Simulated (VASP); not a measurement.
# Al2Cu (Khatyrkite) (I4/mcm) in VASP: a series of runs, part 2 of 2

VASP 6.6.1.

**3. Single point, PBE**

This run uses another cell than the first one, of 14.96 Å³/atom, 1.064 times its volume.

INCAR

```
SYSTEM = Al2Cu
PREC = Accurate
ENCUT = 520
EDIFF = 1E-6
ISMEAR = -1
SIGMA = 0.05
LREAL = .False.
LASPH = .True.
NELM = 100
ALGO = Normal
ISIF = 2
LWAVE = .False.
LCHARG = .False.
GGA = PE
NBANDS = 26
```

KPOINTS

```
Automatic mesh
0
Gamma
  12 12 12
  0 0 0
```

POSCAR

```
Al2Cu
1.0
   -3.0335000000      3.0335000000      2.4385000000
    3.0335000000     -3.0335000000      2.4385000000
    3.0335000000      3.0335000000     -2.4385000000
Al Cu
4 2
Direct
    0.6581000000      0.1581000000      0.8162000000
    0.1581000000      0.3419000000      0.5000000000
    0.3419000000      0.8419000000      0.1838000000
    0.8419000000      0.6581000000      0.5000000000
    0.2500000000      0.2500000000      0.0000000000
    0.7500000000      0.7500000000      0.0000000000
```

Potentials or basis: VASP PAW PBE potentials, release 64 (Al, Cu).

Started as:

```console
$ cat potpaw_PBE.64/Al/POTCAR potpaw_PBE.64/Cu/POTCAR > POTCAR
$ mpirun -np 1 vasp_std > vasp.out
```

Run time: 3.5 min. Hardware: 1 thread of Intel Xeon 6975P-C (Granite Rapids), shared host; peak memory 0.46 GiB.

It converged, with:

```yaml
Free_energy: -23.3860 eV
Pressure: -0.2 GPa
Largest_force: 0.007 eV/Å
Band_gap_on_the_k_mesh: zero (band 17 reaches 10.47 eV, above the bottom of band 18 at 6.14 eV)
```

Forces on the atoms (eV/Å):
```
Al   0.005  0.005  0.000
Al  -0.005  0.005  0.000
Al  -0.005 -0.005  0.000
Al   0.005 -0.005  0.000
Cu   0.000  0.000  0.000
Cu   0.000  0.000  0.000
```

Stress tensor (GPa, compression positive):
```
-0.22  0.00  0.00
 0.00 -0.22  0.00
 0.00  0.00 -0.13
```

Levels at points of the mesh, in eV from the Fermi level:
```csv
k point,band 15,band 16,band 17,band 18,band 19,band 20
"(0.00, 0.00, 0.00)",-1.29,-1.15,-1.15,-0.82,-0.38,0.06
"(0.50, 0.00, 0.00)",-2.57,-2.57,0.24,0.24,4.02,4.02
"(0.50, 0.50, 0.00)",-1.41,-1.28,-0.99,-0.65,0.77,1.24
"(0.50, 0.50, 0.50)",-3.18,-1.80,2.56,2.98,2.98,3.33
```

**4. Single point, PBE (z stretched by +2 %, then relaxed in part)**

INCAR

```
ALGO     = Normal         # electronic algorithm
EDIFF    = 1E-6           # SCF threshold, eV
ENCUT    = 520            # plane-wave cutoff, eV
GGA      = PE             # functional
ISIF     = 2              # what is computed and relaxed
ISMEAR   = -1             # smearing method
LASPH    = True           # aspherical terms in the spheres
LCHARG   = False          # write CHGCAR
LREAL    = False          # projectors in reciprocal space
LWAVE    = False          # write WAVECAR
NBANDS   = 26             # bands
NELM     = 60             # most SCF steps
PREC     = Accurate       # precision mode
SIGMA    = 0.05           # smearing width, eV
```

KPOINTS

```
k-points
0
Gamma
  12 12 12
```

POSCAR

```
Al2Cu
1.0
   -3.0335000000      3.0335000000      2.4872700000
    3.0335000000     -3.0335000000      2.4872700000
    3.0335000000      3.0335000000     -2.4872700000
Al Cu
4 2
Direct
    0.6591425784      0.1591425784      0.8182851567
    0.1591425784      0.3408574216      0.5000000000
    0.3408574216      0.8408574216      0.1817148433
    0.8408574216      0.6591425784      0.5000000000
    0.2500000000      0.2500000000      0.0000000000
    0.7500000000      0.7500000000      0.0000000000
```

Potentials or basis: VASP PAW PBE potentials, release 64 (Al, Cu).

Started as:

```console
$ cat potpaw_PBE.64/Al/POTCAR potpaw_PBE.64/Cu/POTCAR > POTCAR
$ mpirun -np 1 vasp_std > vasp.out
```

OUTCAR:

```text
EDIFF = 1E-6
   ENCUT = 520
   GGA = PE
   ISIF = 2
   ISMEAR = -1
   LASPH = True
   LREAL = False
   NELM = 60
   PREC = Accurate

 ion  position               nearest neighbor table
   1  0.659  0.159  0.818-   5 2.60   6 2.60   5 2.60   6 2.60   3 2.73   3 2.94   3 2.94   4 3.15
                             2 3.15   2 3.15   4 3.15   4 3.23   2 3.23   2 3.23   4 3.23
   2  0.159  0.341  0.500-   6 2.60   5 2.60   5 2.60   6 2.60   4 2.73   4 2.94   4 2.94   3 3.15
                             1 3.15   1 3.15   3 3.15   1 3.23   3 3.23   1 3.23   3 3.23
   3  0.341  0.841  0.182-   5 2.60   6 2.60   5 2.60   6 2.60   1 2.73   1 2.94   1 2.94   2 3.15
                             4 3.15   4 3.15   2 3.15   4 3.23   2 3.23   4 3.23   2 3.23
[... 913 lines left out ...]
  in kB      -13.0758233    -13.0758233    -31.1134046      0.0000000      0.0000000      0.0000000
  external PRESSURE =     -19.0883504 kB  Pullay stress =       0.0000000 kB

 VOLUME and BASIS-vectors are now :
 -----------------------------------------------------------------------------
  energy-cutoff  :      520.00
  volume of cell :       91.55
      direct lattice vectors                 reciprocal lattice vectors
    -3.033500000  3.033500000  2.487270000     0.000000000  0.164826108  0.201023612
     3.033500000 -3.033500000  2.487270000     0.164826108  0.000000000  0.201023612
     3.033500000  3.033500000 -2.487270000     0.164826108  0.164826108  0.000000000

 POSITION                                       TOTAL-FORCE (eV/Angst)
 -----------------------------------------------------------------------------------
      0.96552      3.99902      0.00000         0.002578      0.002578     -0.000000
      2.06798      0.96552      0.00000        -0.002578      0.002578     -0.000000
      2.06798     -0.96552      2.48727        -0.002578     -0.002578      0.000000
      0.96552      2.06798      2.48727         0.002578     -0.002578     -0.000000
      0.00000      0.00000      1.24364         0.000000      0.000000     -0.000000
      0.00000      0.00000      3.73090        -0.000000      0.000000     -0.000000
 -----------------------------------------------------------------------------------
    total drift:                               -0.000000     -0.000000      0.000000

  FREE ENERGIE OF THE ION-ELECTRON SYSTEM (eV)
  ---------------------------------------------------
  free  energy   TOTEN  =       -23.3682474178 eV

  energy  without entropy=      -23.3516284210  energy(sigma->0) =      -23.35993792
```

Wall time 3.9 min (1 thread of Intel Xeon 6975P-C (Granite Rapids), shared host); peak memory 0.46 GiB.

What came out:

```yaml
Free_energy: -23.3682 eV
Pressure: -1.9 GPa
Largest_force: 0.004 eV/Å
Band_gap_on_the_k_mesh: zero (band 17 reaches 10.16 eV, above the bottom of band 18 at 6.01 eV)
```

Forces on the atoms (eV/Å):
```
Al   0.003  0.003  0.000
Al  -0.003  0.003  0.000
Al  -0.003 -0.003  0.000
Al   0.003 -0.003  0.000
Cu   0.000  0.000  0.000
Cu   0.000  0.000  0.000
```

Levels at points of the mesh, in eV from the Fermi level:
| k point | band 13 | band 14 | band 15 | band 16 | band 17 | band 18 | band 19 | band 20 | band 21 | band 22 |
| --- | --- | --- | --- | --- | --- | --- | --- | --- | --- | --- |
| (0.00, 0.00, 0.00) | -2.75 | -1.79 | -1.39 | -1.18 | -1.18 | -0.80 | -0.45 | 0.13 | 1.26 | 1.26 |
| (0.50, 0.00, 0.00) | -2.98 | -2.98 | -2.53 | -2.53 | 0.30 | 0.30 | 4.05 | 4.05 | 4.17 | 4.17 |
| (0.50, 0.50, 0.00) | -2.90 | -2.75 | -1.27 | -1.24 | -0.97 | -0.76 | 0.89 | 1.34 | 4.68 | 4.75 |
| (0.50, 0.50, 0.50) | -3.22 | -3.18 | -3.18 | -1.85 | 2.48 | 2.96 | 2.96 | 3.31 | 3.81 | 4.50 |

Caveat: the cell differs from its parent crystal (z stretched by +2 %, then relaxed in part).

**5. Summary**

```tsv
cell	gap on the mesh (eV)	pressure (GPa)	largest force (eV/Å)
a = 4.834 Å, angles 104.1, 104.1, 120.8°, 6 atoms	none	6.9	0.02
a = 4.935 Å, angles 104.1, 104.1, 120.8°, 6 atoms	none	-0.2	0.01
a = 4.959 Å, angles 104.6, 104.6, 119.8°, 6 atoms	none	-1.9	-
```

Alike in all rows: task single point; level PBE; potentials or basis VASP PAW PBE potentials, release 64 (Al, Cu); no spin polarisation; k mesh 12 × 12 × 12; cutoff (eV) 520; smearing fermi-dirac 0.05 eV.

Total energies depend on the potentials used, so only differences within one code and one set of settings carry meaning.
